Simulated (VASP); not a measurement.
Wanted: the native input for a VASP 6.6.1 run.

```yaml
Task: electric field gradients
Functional: LDA
Potentials_or_basis: VASP PAW LDA potentials, release 64 (Sr_sv, O)
Cutoff: 520 eV
k_mesh: 8 × 8 × 8
Occupations: fermi-dirac, width 0.02 eV
Spin: no spin polarisation
Dipole_correction: no
Further_INCAR_settings: ALGO = Normal; EDIFF = 1e-08; NBANDS = 15
```

The structure of SrO lies in POSCAR:

```
SrO
1.0
    0.0770940000      2.6083470000      2.6083470000
    2.6083470000      0.0770940000      2.6083470000
    2.6083470000      2.6083470000      0.0770940000
Sr O
1 1
Direct
    0.0000000000      0.0000000000      0.0000000000
    0.5000000000      0.5000000000      0.5000000000
```

This cell differs from its parent crystal: equal xy, yz and zx shear strains of +3 %.

These files were run (other wordings do the same):

INCAR

```
SYSTEM = SrO
  ALGO = Normal
  EDIFF = 1E-8
  ENCUT = 520
  ISIF = 2
  ISMEAR = -1
  LASPH = .TRUE.
  LCHARG = .FALSE.
  LEFG = .TRUE.
  LREAL = .FALSE.
  LWAVE = .FALSE.
  NBANDS = 15
  NELM = 100
  PREC = Accurate
  SIGMA = 0.02
```

KPOINTS

```
k-points
0
G
  8 8 8
  0 0 0
```

Potentials or basis: VASP PAW LDA potentials, release 64 (Sr_sv, O).

Run with:

```bash
$ cat potpaw_LDA.64/Sr_sv/POTCAR potpaw_LDA.64/O/POTCAR > POTCAR
$ mpirun -np 1 vasp_std > vasp.out
```

It gave:

```
Pressure               : -3.5 GPa
Band gap on the k mesh : 3.05 eV, indirect (least direct gap 3.13 eV)
```

Caveat: the cell differs from its parent crystal (equal xy, yz and zx shear strains of +3 %); without QUAD_EFG the Cq values of the log hold for a quadrupole moment of 1 mb, not for the nuclei.

It took 13 s on 1 thread of Intel(R) Xeon(R) 6975P-C (Granite Rapids), on a shared host, peak memory 0.16 GiB.
